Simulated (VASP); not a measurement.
Here is a VASP 6.6.1 calculation.

The input POSCAR:

```
AuBr2Cl
1.0
    3.7207712882      0.0000001568      0.0000000000
    1.8603859401     -7.0246855076      0.0000000000
    0.0000000000      0.0000000000     -8.1694581972
Br Au Cl
4 2 2
Direct
    0.6289456560      0.7421086881      0.9559965197
    0.3710543440      0.2578913119      0.4559965197
    0.3710543440      0.2578913119      0.0440034803
    0.6289456560      0.7421086881      0.5440034803
    0.1282012990      0.7435974020      0.7500000000
    0.8717987010      0.2564025980      0.2500000000
    0.8920159098      0.2159681804      0.7500000000
    0.1079840902      0.7840318196      0.2500000000
```

The input INCAR.step1:

```
PREC = Accurate ; ENCUT = 520
ISMEAR = -1 ; SIGMA = 0.1
LREAL = False ; LASPH = True
NELM = 100 ; NBANDS = 42
GGA = PE ; ALGO = Normal
EDIFF = 1E-4 ; LWAVE = True
LCHARG = False
```

File INCAR.step2:

```
PREC = Accurate ; ENCUT = 520
EDIFF = 1E-7 ; ISMEAR = -1
SIGMA = 0.1 ; LREAL = False
LASPH = True ; NELM = 100
ALGO = Normal ; ISIF = 2
LWAVE = False ; LCHARG = False
METAGGA = R2SCAN ; LMIXTAU = True
NBANDS = 42 ; ISTART = 1
```

KPOINTS

```
Automatic mesh
0
Gamma
  6 6 3
```

Potentials or basis: VASP PAW PBE potentials, release 64 (Br, Au, Cl).

The run is started by

```console
$ cat potpaw_PBE.64/Br/POTCAR potpaw_PBE.64/Au/POTCAR potpaw_PBE.64/Cl/POTCAR > POTCAR
$ cp INCAR.step1 INCAR
$ mpirun -np 1 vasp_std > vasp.out
$ cp INCAR.step2 INCAR
$ mpirun -np 1 vasp_std > vasp.out
```

Q: Estimate the band gap on the k mesh.

A: 0.24 eV (least direct gap 0.52 eV).

Q: What does it give for the pressure?

A: 0.0 GPa.

Q: What does it give for the largest force?

A: 0.010 eV/Å.

Forces on the atoms (eV/Å):
```
Br   0.000 -0.001 -0.010
Br   0.000  0.001 -0.010
Br   0.000  0.001  0.010
Br   0.000 -0.001  0.010
Au   0.000  0.004  0.000
Au   0.000 -0.004  0.000
Cl   0.000 -0.001  0.000
Cl   0.000  0.001  0.000
```

Caveat: the PAW data sets were made with another functional, which shifts forces and pressure a little; spin-orbit coupling is left out, which moves the levels of the heavy elements. A k mesh can miss the band edges.
